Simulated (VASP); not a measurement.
# K2SiB2 (I4/mmm) in VASP: notebook

Runs on K2SiB2. Level: PBE. Tasks: single point, relaxation of cell and atoms.

Everything below comes from runs of VASP 6.6.1. Logs are shortened: lines on timing, memory, paths and dates and some standing lists are left out, and cuts for length are marked.

### 1 The cell of the first run

Symmetry: I4/mmm, No. 139, tetragonal system. The conventional cell has a = 2.829 Å, b = 2.829 Å, c = 21.755 Å, α = 90.00°, β = 90.00°, γ = 90.00°. Within 3.7 Å of K (site symmetry 4mm) lie 4 K at 2.83 Å and 4 B at 3.11 Å and 4 Si at 3.34 Å. Si (site symmetry 4/mmm) has 4 Si at 2.83 Å and 8 K at 3.34 Å within 3.7 Å. Within 2.7 Å of B (site symmetry -4m2) lie 4 B at 2.00 Å.

The cell was generated, and may not be a known phase.

### 2 Single point, PBE

Input file INCAR:

```
SYSTEM = K2SiB2
ALGO = Normal ; EDIFF = 1E-6
ENCUT = 520 ; GGA = PE
ISIF = 2 ; ISMEAR = 0
LASPH = .True. ; LCHARG = .False.
LREAL = .False. ; LWAVE = .False.
NBANDS = 22 ; NELM = 100
PREC = Accurate ; SIGMA = 0.1
```

Input file KPOINTS:

```
k-points
0
Gamma
  6 6 6
  0 0 0
```

Input file POSCAR:

```
K2SiB2
1.0
   -1.4143732205      1.4143732205     10.8777310407
    1.4143732205     -1.4143732205     10.8777310407
    1.4143732205      1.4143732205    -10.8777310407
K Si B
2 1 2
Direct
    0.3771784069      0.3771784069      0.0000000000
    0.6228215931      0.6228215931      0.0000000000
    0.0000000000      0.0000000000      0.0000000000
    0.7500000000      0.2500000000      0.5000000000
    0.2500000000      0.7500000000      0.5000000000
```

Potentials or basis: VASP PAW PBE potentials, release 64 (K_sv, Si, B).

The run is started by

```
$ cat potpaw_PBE.64/K_sv/POTCAR potpaw_PBE.64/Si/POTCAR potpaw_PBE.64/B/POTCAR > POTCAR
$ mpirun -np 1 vasp_std > vasp.out
```

OUTCAR:

```text
SYSTEM = K2SiB2
   EDIFF = 1E-6
   ENCUT = 520
   GGA = PE
   ISIF = 2
   ISMEAR = 0
   LASPH = .True.
   LREAL = .False.
   NELM = 100
   PREC = Accurate

 ion  position               nearest neighbor table
   1  0.377  0.377  0.000-   3 3.34   3 3.34   3 3.34   3 3.34
   2  0.623  0.623  0.000-   3 3.34   3 3.34   3 3.34   3 3.34
   3  0.000  0.000  0.000-   2 3.34   2 3.34   2 3.34   1 3.34   2 3.34   1 3.34   1 3.34   1 3.34

   4  0.750  0.250  0.500-   5 2.00   5 2.00   5 2.00   5 2.00
   5  0.250  0.750  0.500-   4 2.00   4 2.00   4 2.00   4 2.00

  LATTYP: Found a body centered tetragonal cell.
 ALAT       =     2.8287464410
 C/A-ratio  =     7.6908491217

  Lattice vectors:

 A1 = (  -1.4143732205,   1.4143732205,  10.8777310407)
 A2 = (   1.4143732205,  -1.4143732205,  10.8777310407)
 A3 = (   1.4143732205,   1.4143732205, -10.8777310407)

Analysis of symmetry for initial positions (statically):
=====================================================================
 Subroutine PRICEL returns:
 Original cell was already a primitive cell.

 Routine SETGRP: Setting up the symmetry group for a
 body centered tetragonal supercell.

 Subroutine GETGRP returns: Found 16 space group operations
 (whereof 16 operations were pure point group operations)
 out of a pool of 16 trial point group operations.

The static configuration has the point symmetry D_4h.

Analysis of symmetry for dynamics (positions and initial velocities):
=====================================================================
 Subroutine PRICEL returns:
 Original cell was already a primitive cell.

 Routine SETGRP: Setting up the symmetry group for a
 body centered tetragonal supercell.

 Subroutine GETGRP returns: Found 16 space group operations
 (whereof 16 operations were pure point group operations)
 out of a pool of 16 trial point group operations.

The dynamic configuration has the point symmetry D_4h.

 Subroutine INISYM returns: Found 16 space group operations
 (whereof 16 operations are pure point group operations),
 and found     1 'primitive' translations

----------------------------------------------------------------------------------------

                                     Primitive cell

  volume of cell :      87.0415

  direct lattice vectors                    reciprocal lattice vectors
    -1.414373220  1.414373220 10.877731041     0.000000000  0.353513481  0.045965468
     1.414373220 -1.414373220 10.877731041     0.353513481  0.000000000  0.045965468
     1.414373220  1.414373220-10.877731041     0.353513481  0.353513481  0.000000000

  length of vectors
    11.060105597 11.060105597 11.060105597     0.356489278  0.356489278  0.499943559

  position of ions in fractional coordinates (direct lattice)
     0.377178407  0.377178407  0.000000000
     0.622821593  0.622821593  0.000000000
     0.000000000  0.000000000  0.000000000
     0.750000000  0.250000000  0.500000000
     0.250000000  0.750000000  0.500000000

  ion indices of the primitive-cell ions
   primitive index   ion index
                 1           1
                 2           2
                 3           3
                 4           4
                 5           5

----------------------------------------------------------------------------------------

 KPOINTS: k-points

Automatic generation of k-mesh.
 Grid dimensions read from file:
 generate k-points for:    6    6    6

 Generating k-lattice:

  Cartesian coordinates                     Fractional coordinates (reciprocal lattice)
     0.000000000  0.058918913  0.007660911     0.166666667  0.000000000  0.000000000
     0.058918913  0.000000000  0.007660911     0.000000000  0.166666667  0.000000000
     0.058918913  0.058918913  0.000000000     0.000000000  0.000000000  0.166666667

  Length of vectors
     0.059414880  0.059414880  0.083323926

  Shift w.r.t. Gamma in fractional coordinates (k-lattice)
     0.000000000  0.000000000  0.000000000

 Subroutine IBZKPT returns following result:
 ===========================================

 Found     30 irreducible k-points:

 Following reciprocal coordinates:
            Coordinates               Weight
  0.000000  0.000000  0.000000      1.000000
  0.166667  0.000000  0.000000      8.000000
  0.333333 -0.000000  0.000000      8.000000
  0.500000  0.000000  0.000000      4.000000
  0.166667  0.166667  0.000000      8.000000
  0.333333  0.166667  0.000000     16.000000
[... 16 lines left out ...]
 -0.333333 -0.333333  0.166667      8.000000
 -0.166667 -0.333333  0.166667      8.000000
 [... further k-points ...]
   k-points           NKPTS =     30   k-points in BZ     NKDIM =     30   number of bands    NBANDS=     22
   number of dos      NEDOS =    301   number of ions     NIONS =      5
   total plane-waves  NPLWV = 592704
   dimension x,y,z NGX =    84 NGY =   84 NGZ =   84
   dimension x,y,z NGXF=   168 NGYF=  168 NGZF=  168
   ions per type =               2   1   2
   NGX,Y,Z   is equivalent  to a cutoff of  12.63, 12.63, 12.63 a.u.
   NGXF,Y,Z  is equivalent  to a cutoff of  25.25, 25.25, 25.25 a.u.
 SYSTEM =  K2SiB2
   PREC   = accura    normal or accurate (medium, high low for compatibility)
   ISTART =      0    job   : 0-new  1-cont  2-samecut
   ICHARG =      2    charge: 1-file 2-atom 10-const
   ISPIN  =      1    spin polarized calculation?
   LNONCOLLINEAR =      F non collinear calculations
   LSORBIT =      F    spin-orbit coupling
   LASPH  =      T    aspherical Exc in radial PAW
   ENCUT  =  520.0 eV  38.22 Ry    6.18 a.u.  20.56 20.56 20.56*2*pi/ulx,y,z
   NELM   =    100;   NELMIN=  2; NELMDL= -5     # of ELM steps
   EDIFF  = 0.1E-05   stopping-criterion for ELM
   LREAL  =      F    real-space projection
   EDIFFG = 0.1E-04   stopping-criterion for IOM
   NSW    =      0    number of steps for IOM
   IBRION =     -1    ionic relax: 0-MD 1-quasi-New 2-CG
   NFREE  =      0    steps in history (QN), initial steepest desc. (CG)
   ISIF   =      2    stress and relaxation
   ISYM   =      2    0-nonsym 1-usesym 2-fastsym
   POTIM  = 0.5000    time-step for ionic-motion
   TEBEG  =    0.0;   TEEND  =   0.0 temperature during run
   PSTRESS=    0.0 pullay stress
   NELECT =      28.0000    total number of electrons
   NUPDOWN=      -1.0000    fix difference up-down
   EMIN   =  10.00;   EMAX   =-10.00  energy-range for DOS
   EFERMI =   0.00;   METHOD = LEGACY
   ISMEAR =     0;   SIGMA  =   0.10  broadening in eV -4-tet -1-fermi 0-gaus
   EFERMI_NEDOS =   21; number of points for ismear=-14 and -15
   IALGO  =     38    algorithm
   IMIX   =      4    mixing-type and parameters
     AMIX     =   0.40;   BMIX     =  1.00
     AMIX_MAG =   1.60;   BMIX_MAG =  1.00
  volume/ion in A,a.u.               =      17.41       117.48
  Fermi-wavevector in a.u.,A,eV,Ry     =   1.121722  2.119748 17.119682  1.258261
  Thomas-Fermi vector in A             =   2.258378
   LORBIT       =      0    0 simple, 1 ext, 2 COOP (PROOUT), +10 PAW based schemes
   GGA     = PE    functional components
   LHFCALC =     F    Hartree Fock is set to
   AEXX    =    0.0000 exact exchange contribution
   IVDW    =     0    specifies the selected vdW correction
   LEPSILON=     F    determine dielectric tensor
   LRPA    =     F    only Hartree local field effects (RPA)
 non-spin polarized calculation
 Gauss-broadening in eV      SIGMA  =   0.10
  energy-cutoff  :      520.00
  volume of cell :       87.04
 maximum number of plane-waves:      2365
 NGX is ok and might be reduce to    84
   NGX = 41   NGY = 41   NGZ = 41

 number of electron      28.0000000 magnetization

 Free energy of the ion-electron system (eV)
  ---------------------------------------------------
  ext. energy  EPLUGINS =         0.00000000
  ---------------------------------------------------
  free energy    TOTEN  =       -15.76961666 eV

  energy without entropy =      -15.74226308  energy(sigma->0) =      -15.75593987

 E-fermi :   3.9859     XC(G=0):  -9.6991

 val. band max:        3.9281266263   @ k =  -0.3333   0.3333   0.0000
 cond. band min:       3.9897408791   @ k =  -0.3333   0.1667   0.0000
 fundamental gap:      0.0616142528
 Fermi energy:         3.9858969930

 k-point     1 :       0.0000    0.0000    0.0000
  band No.  band energies     occupation
      1     -28.2122      2.00000
      2     -28.2117      2.00000
      3     -11.6033      2.00000
      4     -11.5013      2.00000
      5     -10.5170      2.00000
      6     -10.5170      2.00000
[... 14 lines left out ...]
     21      10.5084      0.00000
     22      10.5510      0.00000

 k-point     2 :       0.1667    0.0000    0.0000
  band No.  band energies     occupation
      1     -28.1140      2.00000
      2     -28.1136      2.00000
      3     -11.4778      2.00000
      4     -11.3971      2.00000
      5     -11.1752      2.00000
      6     -11.1714      2.00000
[... 14 lines left out ...]
     21       9.9766      0.00000
     22      10.6508      0.00000

 k-point     3 :       0.3333   -0.0000    0.0000
  band No.  band energies     occupation
      1     -27.9080      2.00000
      2     -27.9078      2.00000
      3     -12.3306      2.00000
      4     -12.3260      2.00000
      5     -11.2162      2.00000
      6     -11.1785      2.00000
[... 14 lines left out ...]
     21       9.5866      0.00000
     22       9.8314      0.00000
[... 476 lines left out ...]
 k-point    23 :      -0.3333   -0.3333    0.1667
  band No.  band energies     occupation
      1     -28.0173      2.00000
      2     -28.0171      2.00000
      3     -11.3474      2.00000
      4     -11.3122      2.00000
      5     -11.1502      2.00000
      6     -11.1473      2.00000
[... 14 lines left out ...]
     21       9.4636      0.00000
     22       9.5354      0.00000

 k-point    24 :      -0.1667   -0.3333    0.1667
  band No.  band energies     occupation
      1     -28.1139      2.00000
      2     -28.1136      2.00000
      3     -11.4677      2.00000
      4     -11.4081      2.00000
      5     -11.1745      2.00000
      6     -11.1717      2.00000
[... 14 lines left out ...]
     21       9.9625      0.00000
     22      10.4653      0.00000

 [... further k-points ...]
[... 5 lines left out ...]
  --------------------------------------------------------------------------------------
  -------------------------------------------------------------------------------------
  Total        0.1080221      0.1080221      0.1104328      0.0000000      0.0000000      0.0000000
  in kB        1.9883680      1.9883680      2.0327430      0.0000000      0.0000000      0.0000000
  external PRESSURE =       2.0031597 kB  Pullay stress =       0.0000000 kB

 VOLUME and BASIS-vectors are now :
 -----------------------------------------------------------------------------
  energy-cutoff  :      520.00
  volume of cell :       87.04
      direct lattice vectors                 reciprocal lattice vectors
    -1.414373220  1.414373220 10.877731041     0.000000000  0.353513481  0.045965468
     1.414373220 -1.414373220 10.877731041     0.353513481  0.000000000  0.045965468
     1.414373220  1.414373220-10.877731041     0.353513481  0.353513481  0.000000000

 POSITION                                       TOTAL-FORCE (eV/Angst)
 -----------------------------------------------------------------------------------
      0.00000      0.00000      8.20569         0.000000      0.000000     -0.002711
      0.00000      0.00000     13.54977         0.000000      0.000000      0.002711
      0.00000      0.00000      0.00000        -0.000000     -0.000000      0.000000
      0.00000      1.41437      5.43887        -0.000000     -0.000000      0.000000
      1.41437      0.00000      5.43887        -0.000000     -0.000000      0.000000
 -----------------------------------------------------------------------------------
    total drift:                                0.000000      0.000000      0.000000

  FREE ENERGIE OF THE ION-ELECTRON SYSTEM (eV)
  ---------------------------------------------------
  free  energy   TOTEN  =       -15.7696166565 eV

  energy  without entropy=      -15.7422630829  energy(sigma->0) =      -15.75593987
```

Wall time 18 min (1 thread of Intel Xeon Platinum 8259CL at 2.50GHz (Skylake/Cascade Lake), shared host); peak memory 1.1 GiB.

Results:

```yaml
Free_energy: -15.7696 eV
Pressure: 0.2 GPa
Band_gap_on_the_k_mesh: zero (bands 14 and 15 overlap by 1.66 eV)
```

Forces on the atoms (eV/Å):
```
K    0.000  0.000 -0.003
K    0.000  0.000  0.003
Si   0.000  0.000  0.000
B    0.000  0.000  0.000
B    0.000  0.000  0.000
```

Levels at points of the mesh, in eV from the Fermi level:
| k point | band 10 | band 11 | band 12 | band 13 | band 14 | band 15 | band 16 | band 17 | band 18 | band 19 |
| --- | --- | --- | --- | --- | --- | --- | --- | --- | --- | --- |
| (0.00, 0.00, 0.00) | -9.01 | -4.20 | -2.22 | 0.19 | 0.19 | 0.63 | 2.12 | 3.08 | 3.10 | 5.70 |
| (0.50, 0.00, 0.00) | -7.67 | -5.94 | -3.38 | -0.80 | -0.34 | 0.12 | 3.12 | 3.88 | 4.34 | 4.40 |
| (0.50, 0.50, 0.00) | -4.96 | -3.03 | -3.02 | -2.50 | -1.03 | -0.99 | -0.10 | 1.14 | 1.46 | 1.63 |
| (0.50, 0.50, 0.50) | -9.05 | -3.98 | -2.59 | 0.19 | 0.19 | 1.16 | 1.75 | 3.07 | 3.11 | 5.75 |

Caveat: the k points lie up to 0.37 Å⁻¹ apart, too coarse for converged energies and pressures of a metal.

(Continued in part 2 of 2.)

The gap in the log of VASP goes by the Fermi energy; the results here count the filled bands.